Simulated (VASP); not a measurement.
# KGe2 (P4/mmm) in VASP: notebook

Runs on KGe2. Level: PBE+D3(BJ). Tasks: single point.

Everything below comes from runs of VASP 6.6.1. Logs are shortened: lines on timing, memory, paths and dates and some standing lists are left out, and cuts for length are marked.

**1. The cell of the first run**

Symmetry: P4/mmm, No. 123, tetragonal system. Conventional cell: a = 4.802 Å, b = 4.802 Å, c = 4.686 Å, α = 90.00°, β = 90.00°, γ = 90.00°. Within 4.9 Å of K (site symmetry 4/mmm) lie 16 Ge at 3.59 to 4.89 Å and 6 K at 4.69 to 4.80 Å. Ge (site symmetry 4mm) has 2 Ge at 2.33 to 2.35 Å within 3.1 Å.

**2. Single point, PBE+D3(BJ)**

File INCAR:

```
SYSTEM = KGe2
  PREC = Accurate
  ENCUT = 520
  EDIFF = 1E-7
  ISMEAR = 0
  SIGMA = 0.1
  LREAL = .False.
  LASPH = .True.
  NELM = 60
  ALGO = Normal
  ISIF = 2
  LWAVE = .False.
  LCHARG = .True.
  GGA = PE
  IVDW = 12
  LELF = .True.
  LVHAR = .True.
  NBANDS = 26
```

File KPOINTS:

```
regular mesh
0
Gamma
  10 10 8
  0 0 0
```

File POSCAR:

```
KGe2
1.0
    4.8018259757      0.0000000000      0.0000000000
    0.0000000000      4.8018259757      0.0000000000
    0.0000000000      0.0000000000      4.6863190947
K Ge
1 2
Direct
    0.0000000000      0.0000000000      0.0000000000
    0.5000000000      0.5000000000      0.2490064679
    0.5000000000      0.5000000000      0.7509935321
```

Potentials or basis: VASP PAW PBE potentials, release 64 (K_sv, Ge_d).

Command:

```console
cat potpaw_PBE.64/K_sv/POTCAR potpaw_PBE.64/Ge_d/POTCAR > POTCAR
mpirun -np 1 vasp_std > vasp.out
```

OUTCAR:

```text
SYSTEM = KGe2
   PREC = Accurate
   ENCUT = 520
   EDIFF = 1E-7
   ISMEAR = 0
   LREAL = .False.
   LASPH = .True.
   NELM = 60
   ISIF = 2
   GGA = PE
   IVDW = 12
 IVDW          = 12

 ion  position               nearest neighbor table
   1  0.000  0.000  0.000-
   2  0.500  0.500  0.249-   3 2.33   3 2.35
   3  0.500  0.500  0.751-   2 2.33   2 2.35

  LATTYP: Found a simple tetragonal cell.
 ALAT       =     4.8018259757
 C/A-ratio  =     0.9759452172

  Lattice vectors:

 A1 = (   4.8018259757,   0.0000000000,   0.0000000000)
 A2 = (   0.0000000000,   4.8018259757,   0.0000000000)
 A3 = (   0.0000000000,   0.0000000000,   4.6863190947)

Analysis of symmetry for initial positions (statically):
=====================================================================
 Subroutine PRICEL returns:
 Original cell was already a primitive cell.

 Routine SETGRP: Setting up the symmetry group for a
 simple tetragonal supercell.

 Subroutine GETGRP returns: Found 16 space group operations
 (whereof 16 operations were pure point group operations)
 out of a pool of 16 trial point group operations.

The static configuration has the point symmetry D_4h.

Analysis of symmetry for dynamics (positions and initial velocities):
=====================================================================
 Subroutine PRICEL returns:
 Original cell was already a primitive cell.

 Routine SETGRP: Setting up the symmetry group for a
 simple tetragonal supercell.

 Subroutine GETGRP returns: Found 16 space group operations
 (whereof 16 operations were pure point group operations)
 out of a pool of 16 trial point group operations.

The dynamic configuration has the point symmetry D_4h.

 Subroutine INISYM returns: Found 16 space group operations
 (whereof 16 operations are pure point group operations),
 and found     1 'primitive' translations

----------------------------------------------------------------------------------------

                                     Primitive cell

  volume of cell :     108.0550

  direct lattice vectors                    reciprocal lattice vectors
     4.801825976  0.000000000  0.000000000     0.208254111  0.000000000  0.000000000
     0.000000000  4.801825976  0.000000000     0.000000000  0.208254111  0.000000000
     0.000000000  0.000000000  4.686319095     0.000000000  0.000000000  0.213387091

  length of vectors
[... 82 lines left out ...]
   ENCUT  =  520.0 eV  38.22 Ry    6.18 a.u.   8.93  8.93  8.71*2*pi/ulx,y,z
   NELM   =     60;   NELMIN=  2; NELMDL= -5     # of ELM steps
   EDIFF  = 0.1E-06   stopping-criterion for ELM
   LREAL  =      F    real-space projection
   EDIFFG = 0.1E-05   stopping-criterion for IOM
   NSW    =      0    number of steps for IOM
   IBRION =     -1    ionic relax: 0-MD 1-quasi-New 2-CG
   NFREE  =      0    steps in history (QN), initial steepest desc. (CG)
   ISIF   =      2    stress and relaxation
   ISYM   =      2    0-nonsym 1-usesym 2-fastsym
   POTIM  = 0.5000    time-step for ionic-motion
   TEBEG  =    0.0;   TEEND  =   0.0 temperature during run
   PSTRESS=    0.0 pullay stress
   NELECT =      37.0000    total number of electrons
   NUPDOWN=      -1.0000    fix difference up-down
   EMIN   =  10.00;   EMAX   =-10.00  energy-range for DOS
   EFERMI =   0.00;   METHOD = LEGACY
   ISMEAR =     0;   SIGMA  =   0.10  broadening in eV -4-tet -1-fermi 0-gaus
   EFERMI_NEDOS =   21; number of points for ismear=-14 and -15
   IALGO  =     38    algorithm
   IMIX   =      4    mixing-type and parameters
     AMIX     =   0.40;   BMIX     =  1.00
     AMIX_MAG =   1.60;   BMIX_MAG =  1.00
  volume/ion in A,a.u.               =      36.02       243.06
  Fermi-wavevector in a.u.,A,eV,Ry     =   1.145321  2.164343 17.847577  1.311760
  Thomas-Fermi vector in A             =   2.282010
   LORBIT       =      0    0 simple, 1 ext, 2 COOP (PROOUT), +10 PAW based schemes
   GGA     = PE    functional components
   LHFCALC =     F    Hartree Fock is set to
   AEXX    =    0.0000 exact exchange contribution
   IVDW    =    12    specifies the selected vdW correction
   LEPSILON=     F    determine dielectric tensor
   LRPA    =     F    only Hartree local field effects (RPA)
 non-spin polarized calculation
 Gauss-broadening in eV      SIGMA  =   0.10
  energy-cutoff  :      520.00
  volume of cell :      108.05
 maximum number of plane-waves:      2938
 NGX is ok and might be reduce to    36
   NGX = 17   NGY = 17   NGZ = 17

 number of electron      36.9999996 magnetization

 Free energy of the ion-electron system (eV)
  ---------------------------------------------------
  ext. energy  EPLUGINS =         0.00000000
  ---------------------------------------------------
  free energy    TOTEN  =        -9.17060695 eV

  energy without entropy =       -9.16389921  energy(sigma->0) =       -9.16725308

 E-fermi :   1.2926     XC(G=0):  -7.7097

 val. band max:        1.2796722476   @ k =   0.5000   0.2000   0.3750
 cond. band min:       1.3000901010   @ k =   0.4000   0.2000   0.5000
 fundamental gap:      0.0204178534
 Fermi energy:         1.2926323674

 k-point     1 :       0.0000    0.0000    0.0000
  band No.  band energies     occupation
      1     -29.3779      2.00000
      2     -23.6127      2.00000
      3     -23.3388      2.00000
      4     -23.3388      2.00000
      5     -23.1838      2.00000
      6     -23.1810      2.00000
[... 685 lines left out ...]
     25       7.1403      0.00000
     26       8.2153      0.00000

 [... further k-points ...]

------------------------ aborting loop because EDIFF is reached ----------------------------------------

 Edisp (eV)   -0.57200

 E8    (eV) :    -0.2725

  FORCE on cell =-STRESS in cart. coord.  units (eV):
  Direction    XX          YY          ZZ          XY          YZ          ZX
  --------------------------------------------------------------------------------------
  -------------------------------------------------------------------------------------
  Total       0.01708     0.01708    -0.03247     0.00000    -0.00000     0.00000
  in kB       0.25323     0.25323    -0.48146     0.00000    -0.00000     0.00000
  external pressure =        0.01 kB  Pullay stress =        0.00 kB

 VOLUME and BASIS-vectors are now :
 -----------------------------------------------------------------------------
  energy-cutoff  :      520.00
  volume of cell :      108.05
      direct lattice vectors                 reciprocal lattice vectors
     4.801825976  0.000000000  0.000000000     0.208254111  0.000000000  0.000000000
     0.000000000  4.801825976  0.000000000     0.000000000  0.208254111  0.000000000
     0.000000000  0.000000000  4.686319095     0.000000000  0.000000000  0.213387091

 POSITION                                       TOTAL-FORCE (eV/Angst)
 -----------------------------------------------------------------------------------
      0.00000      0.00000      0.00000         0.000000      0.000000      0.000000
      2.40091      2.40091      1.16692         0.000000      0.000000      0.002649
      2.40091      2.40091      3.51940         0.000000      0.000000     -0.002649
 -----------------------------------------------------------------------------------
    total drift:                                0.000000      0.000000      0.000000

  FREE ENERGIE OF THE ION-ELECTRON SYSTEM (eV)
  ---------------------------------------------------
  free  energy   TOTEN  =        -9.7426020597 eV

  energy  without entropy=       -9.7358943214  energy(sigma->0) =       -9.73924819
```

stdout:

```text
POSCAR found type information on POSCAR K Ge
 POSCAR found :  2 types and       3 ions
 scaLAPACK will be used
 LDA part: xc-table for (Slater+PW92), standard interpolation
 POSCAR, INCAR and KPOINTS ok, starting setup
 FFT: planning ... GRIDC
 FFT: planning ... GRID_SOFT
 FFT: planning ... GRID
 WAVECAR not read
 entering main loop
```

Wall time 3 min (1 thread of Intel Xeon Platinum 8259CL at 2.50GHz (Skylake/Cascade Lake), shared host); peak memory 0.39 GiB.

What came out:

```
Free energy                : -9.7426 eV
Pressure                   : 0.0 GPa
Band gap on the k mesh     : zero (an odd number of electrons rules out a gap without spin polarisation)
Dispersion energy per atom : -0.191 eV
```

Forces on the atoms (eV/Å):
```
K    0.000  0.000  0.000
Ge   0.000  0.000  0.003
Ge   0.000  0.000 -0.003
```

**3. Single point, PBE+D3(BJ)**

This run uses another cell than the first one, of 36.73 Å³/atom.

File INCAR:

```
ALGO     = Normal         # electronic algorithm
EDIFF    = 1E-7           # SCF threshold, eV
ENCUT    = 520            # plane-wave cutoff, eV
GGA      = PE             # functional
ISIF     = 2              # what is computed and relaxed
ISMEAR   = 0              # smearing method
IVDW     = 12             # dispersion correction
LASPH    = T              # aspherical terms in the spheres
LCHARG   = F              # write CHGCAR
LREAL    = F              # projectors in reciprocal space
LWAVE    = F              # write WAVECAR
NBANDS   = 26             # bands
NELM     = 60             # most SCF steps
PREC     = Accurate       # precision mode
SIGMA    = 0.1            # smearing width, eV
```

File KPOINTS:

```
k-points
0
Gamma
  10 10 10
```

File POSCAR:

```
KGe2
1.0
    4.7847247803      0.0000000000      0.0000000000
    0.0000000000      4.7847247803      0.0000000000
    0.0000000000      0.0000000000      4.8137396859
K Ge
1 2
Direct
    0.0000000000      0.0000000000      0.0000000000
    0.5000000000      0.5000000000      0.2488755272
    0.5000000000      0.5000000000      0.7511244728
```

Potentials or basis: VASP PAW PBE potentials, release 64 (K_sv, Ge_d).

Command:

```console
cat potpaw_PBE.64/K_sv/POTCAR potpaw_PBE.64/Ge_d/POTCAR > POTCAR
mpirun -np 1 vasp_std > vasp.out
```

Run time: 3.2 min. Hardware: 1 thread of Intel Xeon Platinum 8259CL at 2.50GHz (Skylake/Cascade Lake), shared host; peak memory 0.43 GiB.

Results (log left out):

- Free energy: -9.7510 eV
- Pressure: 0.0 GPa
- Band gap on the k mesh: zero (an odd number of electrons rules out a gap without spin polarisation)
- Dispersion energy per atom: -0.187 eV

Levels at points of the mesh, in eV from the Fermi level:
```
           k point  band 16  band 17  band 18  band 19  band 20  band 21  band 22  band 23
(0.00, 0.00, 0.00)    -3.61    -3.27    -0.86    -0.86     1.94     3.08     3.70     3.70
(0.50, 0.00, 0.00)    -3.53    -3.14    -2.52    -0.95     2.90     3.84     3.93     4.14
(0.50, 0.50, 0.00)    -3.35    -3.09    -1.97    -1.97     2.55     2.61     2.61     6.31
(0.00, 0.00, 0.50)    -8.25     0.68     0.68     0.68     0.68     3.44     3.69     3.85
(0.50, 0.00, 0.50)    -8.16    -1.02    -0.65     0.42     0.99     3.90     4.60     5.45
(0.50, 0.50, 0.50)    -8.03    -0.55    -0.55    -0.40    -0.40     4.17     4.95     4.99
```
